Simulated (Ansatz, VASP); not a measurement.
**In3Se: VASP beside Ansatz**

```
CELL_PARAMETERS angstrom
4.66842 0.00000 0.00000
0.00000 4.66842 0.00000
0.00000 0.00000 4.66842
ATOMIC_POSITIONS crystal
In 0.00000 0.50000 0.50000
In 0.50000 0.00000 0.50000
In 0.50000 0.50000 0.00000
Se 0.00000 0.00000 0.00000
```

Alike in both runs: functional PBEsol; k mesh 10 × 10 × 10; occupations gaussian, width 0.1 eV; no spin polarisation.

Ansatz relaxed the structure, and its values are those at the end. VASP's run is a single point on that final structure, the one shown.

```csv
,VASP,Ansatz
version,VASP 6.6.1,Ansatz 0.2.0
potentials or method,"VASP PAW PBE potentials, release 64 (In_d, Se), cutoff 520 eV","scalar-relativistic, plane waves, PAW"
valence electrons in the cell,45,55
```

```csv
,VASP,Ansatz,Ansatz less VASP
gap on the k mesh at the Fermi level (eV),none,none,-
pressure (GPa),0.0,0.0,+0.02
```

VASP's potentials were made for PBE, not for PBEsol. A gap of «none» marks a metal or a gap that the smearing closes. VASP's potentials hold 45 valence electrons a cell and Ansatz's 55, so a difference there can come from the potentials and not from the codes.
